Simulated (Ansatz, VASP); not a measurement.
AlW3 in VASP and in Ansatz

```
Al W
1.0
     4.36470    0.00000    0.00000
     0.00000    4.36470    0.00000
     0.00000    0.00000    3.30488
Al W
1 3
Cartesian
  0.0000 0.0000 0.0000
  2.1823 2.1823 0.0000
  2.1823 0.0000 1.6524
  0.0000 2.1823 1.6524
```

Change from the starting cell: species swapped into the InPd3 type (P4/mmm, No. 123).

Alike in both runs: functional PBE; k mesh 12 × 12 × 12; occupations gaussian, width 0.1 eV; no spin polarisation.

Ansatz relaxed the structure, and its values are those at the end. VASP's run is a single point on that final structure, the one shown.

|  | VASP | Ansatz |
| --- | --- | --- |
| version | VASP 6.6.1 | Ansatz 0.2.0 |
| potentials or method | VASP PAW PBE potentials, release 64 (Al, W_sv), cutoff 520 eV | scalar-relativistic, plane waves, PAW |
| valence electrons in the cell | 45 | 45 |

```csv
,VASP,Ansatz,Ansatz less VASP
gap on the k mesh at the Fermi level (eV),none,none,-
pressure (GPa),0.3,0.0,-0.32
```

A gap of «none» marks a metal or a gap that the smearing closes. The functional is the same, so the differences come from potentials, cutoffs and numerics.

Neither program's run includes spin-orbit coupling.
